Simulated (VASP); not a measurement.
Here is a VASP 6.6.1 calculation.

INCAR

```
  PREC = Accurate
  ENCUT = 600
  EDIFF = 1E-6
  ISMEAR = 0
  SIGMA = 0.02
  LREAL = F
  LASPH = T
  NELM = 60
  ALGO = Normal
  ISIF = 3
  LWAVE = F
  LCHARG = F
  GGA = PE
  IBRION = 2
  NSW = 60
  EDIFFG = -0.02
```

KPOINTS

```
Automatic mesh
0
Gamma
  9 9 4
```

Contents of POSCAR:

```
Zn
1.0
    2.6700000000      0.0000000000      0.0000000000
   -1.3350000000      2.3122880000      0.0000000000
    0.0000000000      0.0000000000      4.9660000000
Zn
2
Direct
    0.3333333333      0.6666666667      0.2500000000
    0.6666666667      0.3333333333      0.7500000000
```

Potentials or basis: VASP PAW PBE potentials, release 64 (Zn).

Command:

```bash
$ cat potpaw_PBE.64/Zn/POTCAR > POTCAR
$ mpirun -np 1 vasp_std > vasp.out
```

Predict the space group after relaxing (to 0.05 Å).

P6_3/mmc (No. 194).

What does it give for the band gap on the k mesh?

Zero (band 12 reaches 4.11 eV, above the bottom of band 13 at 0.00 eV).

Predict the relaxed cell.

a = 2.655 Å, b = 2.655 Å, c = 4.967 Å, α = 90.00°, β = 90.00°, γ = 120.00°.

What does it give for the relaxed volume?

15.16 Å³/atom.

The path:
| step | energy change (eV) | largest force (eV/Å) | pressure (GPa) | volume (Å³) |
| --- | --- | --- | --- | --- |
| 1 | 0.0000 | 0.0000 | -0.78 | 30.66 |
| 2 | -0.0010 | 0.0000 | -0.02 | 30.33 |
| 3 | -0.0010 | 0.0000 | 0.15 | 30.27 |
| 4 | -0.0010 | 0.0000 | 0.11 | 30.30 |
| 5 | -0.0010 | 0.0000 | 0.08 | 30.31 |
| 6 | -0.0011 | 0.0000 | -0.19 | 30.32 |
| 7 | -0.0011 | 0.0000 | 0.13 | 30.32 |
